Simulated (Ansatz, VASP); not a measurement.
## Two plane-wave programs on Si

POSCAR

```
Si
1.0
    0.0000000000      2.7135600000      2.7135600000
    2.7135600000      0.0000000000      2.7135600000
    2.7135600000      2.7135600000      0.0000000000
Si
2
Direct
    0.7500000000      0.7500000000      0.7500000000
    0.5000000000      0.5000000000      0.5000000000
```

INCAR.step1

```
  ALGO = Normal
  EDIFF = 1E-5
  ENCUT = 550
  GGA = PE
  GGA_COMPAT = F
  ISMEAR = 0
  LASPH = T
  LCHARG = F
  LREAL = F
  LWAVE = T
  NBANDS = 11
  NELM = 120
  PREC = Accurate
  SIGMA = 0.01
```

INCAR.step2

```
  ALGO = Normal
  EDIFF = 1E-6
  ENCUT = 550
  GGA_COMPAT = F
  ISIF = 2
  ISMEAR = 0
  ISTART = 1
  LASPH = T
  LCHARG = F
  LMIXTAU = T
  LREAL = F
  LWAVE = F
  METAGGA = R2SCAN
  NBANDS = 11
  NELM = 120
  PREC = Accurate
  SIGMA = 0.01
```

The input KPOINTS:

```
k-points
0
Gamma
  6 6 6
```

Input for Ansatz:

```yaml
crystal:
  lattice:
    - [0.0, 2.71356, 2.71356]
    - [2.71356, 0.0, 2.71356]
    - [2.71356, 2.71356, 0.0]
  atoms:
    - { symbol: Si, position: [0.75, 0.75, 0.75] }
    - { symbol: Si, position: [0.5, 0.5, 0.5] }
basis:
  ecutwfc: 650.0
kpoints:
  mp_grid:
    grid: [6, 6, 6]
hamiltonian:
  xc: r2scan
  pseudopotentials:
    kind: paw
scf:
  convergence:
    dr2_threshold: 1.0e-09
  occupations:
    method: fixed
output:
  stress: true
```

Alike in both runs: task single point; functional r2SCAN; k mesh 6 × 6 × 6; no spin polarisation.

```csv
,VASP,Ansatz
version,VASP 6.6.1,Ansatz 0.2.0
potentials or method,"VASP PAW PBE potentials, release 64 (Si), cutoff 550 eV","plane waves, PAW"
occupations,"gaussian, width 0.01 eV",fixed
valence electrons in the cell,8,8
```

Ansatz gave:

- pressure (GPa): 1.0

Which values does VASP return?

Pressure (GPa): 0.8.

VASP's potentials were made for PBE, not for r2SCAN. Ansatz's warnings: stress scf threshold loose.
